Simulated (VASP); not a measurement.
# AlNi (P4/mmm) in VASP: a series of runs

AlNi is run at these levels: PBE; tasks: single point.

All numbers are computed with VASP 6.6.1; they aren't measurements. Logs are shortened: lines on timing, memory, paths and dates and some standing lists are left out, and cuts for length are marked.

## 1. The cell of the first run

Symmetry: P4/mmm, No. 123, tetragonal system. The conventional cell has a = 3.041 Å, b = 3.041 Å, c = 2.585 Å, α = 90.00°, β = 90.00°, γ = 90.00°. Within 3.3 Å of Al (site symmetry 4/mmm) lie 8 Ni at 2.51 Å and 6 Al at 2.59 to 3.04 Å. Within 3.3 Å of Ni (site symmetry 4/mmm) lie 8 Al at 2.51 Å and 6 Ni at 2.59 to 3.04 Å.

## 2. Single point, PBE

INCAR

```
SYSTEM = AlNi
  PREC = Accurate
  ENCUT = 520
  EDIFF = 1E-6
  ISMEAR = 0
  SIGMA = 0.15
  LREAL = .False.
  LASPH = .True.
  NELM = 80
  ALGO = Fast
  ISIF = 2
  LWAVE = .False.
  LCHARG = .False.
  GGA = PE
  NBANDS = 14
```

KPOINTS

```
Automatic mesh
0
Gamma
  18 18 18
  0 0 0
```

POSCAR

```
AlNi
1.0
    3.0413771801      0.0000000000      0.0000000000
    0.0000000000      3.0413771801      0.0000000000
    0.0000000000      0.0000000000      2.5851706031
Al Ni
1 1
Direct
    0.0000000000      0.0000000000      0.0000000000
    0.5000000000      0.5000000000      0.5000000000
```

Potentials or basis: VASP PAW PBE potentials, release 64 (Al, Ni).

Started as:

```console
$ cat potpaw_PBE.64/Al/POTCAR potpaw_PBE.64/Ni/POTCAR > POTCAR
$ mpirun -np 1 vasp_std > vasp.out
```

OUTCAR:

```text
SYSTEM = AlNi
   PREC = Accurate
   ENCUT = 520
   EDIFF = 1E-6
   ISMEAR = 0
   LREAL = .False.
   LASPH = .True.
   NELM = 80
   ISIF = 2
   GGA = PE

 ion  position               nearest neighbor table
   1  0.000  0.000  0.000-   2 2.51   2 2.51   2 2.51   2 2.51   2 2.51   2 2.51   2 2.51   2 2.51

   2  0.500  0.500  0.500-   1 2.51   1 2.51   1 2.51   1 2.51   1 2.51   1 2.51   1 2.51   1 2.51

  LATTYP: Found a simple tetragonal cell.
 ALAT       =     3.0413771801
 C/A-ratio  =     0.8500000000

  Lattice vectors:

 A1 = (   3.0413771801,   0.0000000000,   0.0000000000)
 A2 = (   0.0000000000,   3.0413771801,   0.0000000000)
 A3 = (   0.0000000000,   0.0000000000,   2.5851706031)

Analysis of symmetry for initial positions (statically):
=====================================================================
 Subroutine PRICEL returns:
 Original cell was already a primitive cell.

 Routine SETGRP: Setting up the symmetry group for a
 simple tetragonal supercell.

 Subroutine GETGRP returns: Found 16 space group operations
 (whereof 16 operations were pure point group operations)
 out of a pool of 16 trial point group operations.

The static configuration has the point symmetry D_4h.

Analysis of symmetry for dynamics (positions and initial velocities):
=====================================================================
 Subroutine PRICEL returns:
 Original cell was already a primitive cell.

 Routine SETGRP: Setting up the symmetry group for a
 simple tetragonal supercell.

 Subroutine GETGRP returns: Found 16 space group operations
 (whereof 16 operations were pure point group operations)
 out of a pool of 16 trial point group operations.

The dynamic configuration has the point symmetry D_4h.

 Subroutine INISYM returns: Found 16 space group operations
 (whereof 16 operations are pure point group operations),
 and found     1 'primitive' translations

----------------------------------------------------------------------------------------

                                     Primitive cell

  volume of cell :      23.9128

  direct lattice vectors                    reciprocal lattice vectors
     3.041377180  0.000000000  0.000000000     0.328798416  0.000000000  0.000000000
     0.000000000  3.041377180  0.000000000     0.000000000  0.328798416  0.000000000
     0.000000000  0.000000000  2.585170603     0.000000000  0.000000000  0.386821666

  length of vectors
     3.041377180  3.041377180  2.585170603     0.328798416  0.328798416  0.386821666

  position of ions in fractional coordinates (direct lattice)
     0.000000000  0.000000000  0.000000000
     0.500000000  0.500000000  0.500000000

  ion indices of the primitive-cell ions
   primitive index   ion index
                 1           1
                 2           2

----------------------------------------------------------------------------------------

 KPOINTS: Automatic mesh

Automatic generation of k-mesh.
 Grid dimensions read from file:
 generate k-points for:   18   18   18

 Generating k-lattice:

  Cartesian coordinates                     Fractional coordinates (reciprocal lattice)
     0.018266579  0.000000000  0.000000000     0.055555556  0.000000000  0.000000000
     0.000000000  0.018266579  0.000000000     0.000000000  0.055555556  0.000000000
     0.000000000  0.000000000  0.021490093     0.000000000  0.000000000  0.055555556

  Length of vectors
     0.018266579  0.018266579  0.021490093

  Shift w.r.t. Gamma in fractional coordinates (k-lattice)
     0.000000000  0.000000000  0.000000000

 Subroutine IBZKPT returns following result:
 ===========================================

 Found    550 irreducible k-points:

 Following reciprocal coordinates:
            Coordinates               Weight
  0.000000  0.000000  0.000000      1.000000
  0.055556  0.000000  0.000000      4.000000
  0.111111  0.000000  0.000000      4.000000
  0.166667  0.000000  0.000000      4.000000
  0.222222  0.000000  0.000000      4.000000
  0.277778  0.000000  0.000000      4.000000
[... 16 lines left out ...]
  0.277778  0.111111  0.000000      8.000000
  0.333333  0.111111  0.000000      8.000000
 [... further k-points ...]
   k-points           NKPTS =    550   k-points in BZ     NKDIM =    550   number of bands    NBANDS=     14
   number of dos      NEDOS =    301   number of ions     NIONS =      2
   total plane-waves  NPLWV =  11520
   dimension x,y,z NGX =    24 NGY =   24 NGZ =   20
   dimension x,y,z NGXF=    48 NGYF=   48 NGZF=   40
   ions per type =               1   1
   NGX,Y,Z   is equivalent  to a cutoff of  13.12, 13.12, 12.86 a.u.
   NGXF,Y,Z  is equivalent  to a cutoff of  26.24, 26.24, 25.72 a.u.
 SYSTEM =  AlNi
   PREC   = accura    normal or accurate (medium, high low for compatibility)
   ISTART =      0    job   : 0-new  1-cont  2-samecut
   ICHARG =      2    charge: 1-file 2-atom 10-const
   ISPIN  =      1    spin polarized calculation?
   LNONCOLLINEAR =      F non collinear calculations
   LSORBIT =      F    spin-orbit coupling
   LASPH  =      T    aspherical Exc in radial PAW
   ENCUT  =  520.0 eV  38.22 Ry    6.18 a.u.   5.65  5.65  4.81*2*pi/ulx,y,z
   NELM   =     80;   NELMIN=  2; NELMDL= -5     # of ELM steps
   EDIFF  = 0.1E-05   stopping-criterion for ELM
   LREAL  =      F    real-space projection
   EDIFFG = 0.1E-04   stopping-criterion for IOM
   NSW    =      0    number of steps for IOM
   IBRION =     -1    ionic relax: 0-MD 1-quasi-New 2-CG
   NFREE  =      0    steps in history (QN), initial steepest desc. (CG)
   ISIF   =      2    stress and relaxation
   ISYM   =      2    0-nonsym 1-usesym 2-fastsym
   POTIM  = 0.5000    time-step for ionic-motion
   TEBEG  =    0.0;   TEEND  =   0.0 temperature during run
   PSTRESS=    0.0 pullay stress
   NELECT =      13.0000    total number of electrons
   NUPDOWN=      -1.0000    fix difference up-down
   EMIN   =  10.00;   EMAX   =-10.00  energy-range for DOS
   EFERMI =   0.00;   METHOD = LEGACY
   ISMEAR =     0;   SIGMA  =   0.15  broadening in eV -4-tet -1-fermi 0-gaus
   EFERMI_NEDOS =   21; number of points for ismear=-14 and -15
   IALGO  =     68    algorithm
   IMIX   =      4    mixing-type and parameters
     AMIX     =   0.40;   BMIX     =  1.00
     AMIX_MAG =   1.60;   BMIX_MAG =  1.00
  volume/ion in A,a.u.               =      11.96        80.69
  Fermi-wavevector in a.u.,A,eV,Ry     =   1.336122  2.524904 24.289410  1.785221
  Thomas-Fermi vector in A             =   2.464773
   LORBIT       =      0    0 simple, 1 ext, 2 COOP (PROOUT), +10 PAW based schemes
   GGA     = PE    functional components
   LHFCALC =     F    Hartree Fock is set to
   AEXX    =    0.0000 exact exchange contribution
   IVDW    =     0    specifies the selected vdW correction
   LEPSILON=     F    determine dielectric tensor
   LRPA    =     F    only Hartree local field effects (RPA)
 non-spin polarized calculation
 RMM-DIIS sequential band-by-band and
 Gauss-broadening in eV      SIGMA  =   0.15
  energy-cutoff  :      520.00
  volume of cell :       23.91
 maximum number of plane-waves:       660
 NGX is ok and might be reduce to    24
   NGX = 11   NGY = 11   NGZ =  9

 number of electron      13.0000002 magnetization

 Free energy of the ion-electron system (eV)
  ---------------------------------------------------
  ext. energy  EPLUGINS =         0.00000000
  ---------------------------------------------------
  free energy    TOTEN  =       -10.39901483 eV

  energy without entropy =      -10.38860879  energy(sigma->0) =      -10.39381181

 E-fermi :  10.0533     XC(G=0): -12.0461

 val. band max:       10.0519104813   @ k =   0.2778   0.2778   0.5000
 cond. band min:      10.0577920793   @ k =   0.3333   0.2222   0.1667
 fundamental gap:      0.0058815980
 Fermi energy:        10.0532676228

 k-point     1 :       0.0000    0.0000    0.0000
  band No.  band energies     occupation
      1      -1.1319      2.00000
      2       6.7107      2.00000
      3       6.7179      2.00000
      4       8.1855      2.00000
      5       8.6780      2.00000
      6       8.6780      2.00000
      7      13.6774      0.00000
      8      13.6774      0.00000
      9      17.4320      0.00000
     10      17.6101      0.00000
     11      19.8807      0.00000
     12      25.0220      0.00000
     13      28.5211      0.00000
     14      30.4403      0.00000

 k-point     2 :       0.0556    0.0000    0.0000
  band No.  band energies     occupation
      1      -1.0810      2.00000
      2       6.6994      2.00000
      3       6.7242      2.00000
      4       8.1581      2.00000
      5       8.6674      2.00000
      6       8.6795      2.00000
      7      13.2157      0.00000
      8      13.7537      0.00000
      9      17.5167      0.00000
     10      18.0477      0.00000
     11      19.9385      0.00000
     12      25.0766      0.00000
     13      27.7009      0.00000
     14      29.9725      0.00000

 k-point     3 :       0.1111    0.0000    0.0000
  band No.  band energies     occupation
      1      -0.9284      2.00000
      2       6.6436      2.00000
      3       6.7538      2.00000
      4       8.0815      2.00000
      5       8.6372      2.00000
      6       8.6836      2.00000
      7      12.2564      0.00000
      8      13.9768      0.00000
      9      17.5326      0.00000
     10      19.1673      0.00000
     11      20.1103      0.00000
     12      25.2421      0.00000
     13      26.3974      0.00000
     14      29.0643      0.00000
[... 324 lines left out ...]
 k-point    23 :       0.2778    0.1111    0.0000
  band No.  band energies     occupation
      1       0.3142      2.00000
      2       5.9117      2.00000
      3       6.8864      2.00000
      4       7.5921      2.00000
      5       8.4852      2.00000
      6       8.6663      2.00000
      7       9.8511      1.94340
      8      13.6702      0.00000
      9      18.8847      0.00000
     10      21.2935      0.00000
     11      21.4777      0.00000
     12      23.1399      0.00000
     13      27.1283      0.00000
     14      28.0383      0.00000

 k-point    24 :       0.3333    0.1111    0.0000
  band No.  band energies     occupation
      1       0.8442      2.00000
      2       5.2978      2.00000
      3       6.9543      2.00000
      4       7.5090      2.00000
      5       8.4326      2.00000
      6       8.6743      2.00000
      7       9.3949      2.00000
      8      14.1992      0.00000
      9      18.4242      0.00000
     10      20.9114      0.00000
     11      22.0438      0.00000
     12      23.9550      0.00000
     13      26.8306      0.00000
     14      26.9924      0.00000

 [... further k-points ...]
[... 5 lines left out ...]
  --------------------------------------------------------------------------------------
  -------------------------------------------------------------------------------------
  Total       -0.4546893     -0.4546893      2.6768182      0.0000000      0.0000000      0.0000000
  in kB      -30.4646033    -30.4646033    179.3493006      0.0000000      0.0000000      0.0000000
  external PRESSURE =      39.4733647 kB  Pullay stress =       0.0000000 kB

 VOLUME and BASIS-vectors are now :
 -----------------------------------------------------------------------------
  energy-cutoff  :      520.00
  volume of cell :       23.91
      direct lattice vectors                 reciprocal lattice vectors
     3.041377180  0.000000000  0.000000000     0.328798416  0.000000000  0.000000000
     0.000000000  3.041377180  0.000000000     0.000000000  0.328798416  0.000000000
     0.000000000  0.000000000  2.585170603     0.000000000  0.000000000  0.386821666

 POSITION                                       TOTAL-FORCE (eV/Angst)
 -----------------------------------------------------------------------------------
      0.00000      0.00000      0.00000         0.000000      0.000000      0.000000
      1.52069      1.52069      1.29259         0.000000      0.000000      0.000000
 -----------------------------------------------------------------------------------
    total drift:                                0.000000     -0.000000     -0.000000

  FREE ENERGIE OF THE ION-ELECTRON SYSTEM (eV)
  ---------------------------------------------------
  free  energy   TOTEN  =       -10.3990148313 eV

  energy  without entropy=      -10.3886087904  energy(sigma->0) =      -10.39381181
```

Wall time 70 s (1 thread of AMD EPYC 9R45 (Zen 5), shared host); peak memory 0.26 GiB.

What came out:

```yaml
Free_energy: -10.3990 eV
Pressure: 3.9 GPa
```

 Spin polarisation is off, so any magnetic state and its effect on volume and gap are missing.

(Part 1 of 3 ends here.)
